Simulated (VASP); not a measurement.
Set up this calculation in VASP 6.6.1, as the native input.

```
Task                   : single point
Functional             : PBE
Potentials or basis    : VASP PAW PBE potentials, release 64 (Zn, S)
Cutoff                 : 520 eV
k mesh                 : 12 × 12 × 2
Occupations            : gaussian, width 0.05 eV
Spin                   : no spin polarisation
Dipole correction      : no
Further INCAR settings : ALGO = Normal; EDIFF = 1e-06; NBANDS = 46
```

The structure of ZnS lies in POSCAR:

```
ZnS
1.0
    3.8454929876      0.0000000000      0.0000000000
   -1.9227464938      3.3302946173      0.0000000000
    0.0000000000      0.0000000000     12.6106666232
Zn S
4 4
Direct
    0.3333333333      0.6666666667      0.0026098951
    0.3333333333      0.6666666667      0.5026098951
    0.6521645589      0.3227170537      0.2526098951
    0.6811687744      0.3439496130      0.7526098951
    0.3203844888      0.6571874546      0.1898901049
    0.3462821779      0.6761458788      0.6898901049
    0.6659078410      0.3327778344      0.4398901049
    0.6674254923      0.3338888323      0.9398901049
```

This cell differs from its parent crystal: atoms displaced along a vibrational mode.

These files were run (other wordings do the same):

INCAR

```
PREC = Accurate ; ENCUT = 520
EDIFF = 1E-6 ; ISMEAR = 0
SIGMA = 0.05 ; LREAL = False
LASPH = True ; NELM = 60
ALGO = Normal ; ISIF = 2
LWAVE = False ; LCHARG = True
GGA = PE ; LELF = True
LVHAR = True ; NBANDS = 46
```

KPOINTS

```
Automatic mesh
0
Gamma
  12 12 2
```

Potentials or basis: VASP PAW PBE potentials, release 64 (Zn, S).

The run is started by

```bash
$ cat potpaw_PBE.64/Zn/POTCAR potpaw_PBE.64/S/POTCAR > POTCAR
$ mpirun -np 1 vasp_std > vasp.out
```

It gave:

```yaml
Pressure: 0.1 GPa
Largest_force: 0.038 eV/Å
Band_gap_on_the_k_mesh: 2.08 eV
```

Caveat: the cell differs from its parent crystal (atoms displaced along a vibrational mode).

It took 12 min on 1 thread of Oxide Virtual Turin-like Processor, with other jobs on the host, peak memory 0.81 GiB.
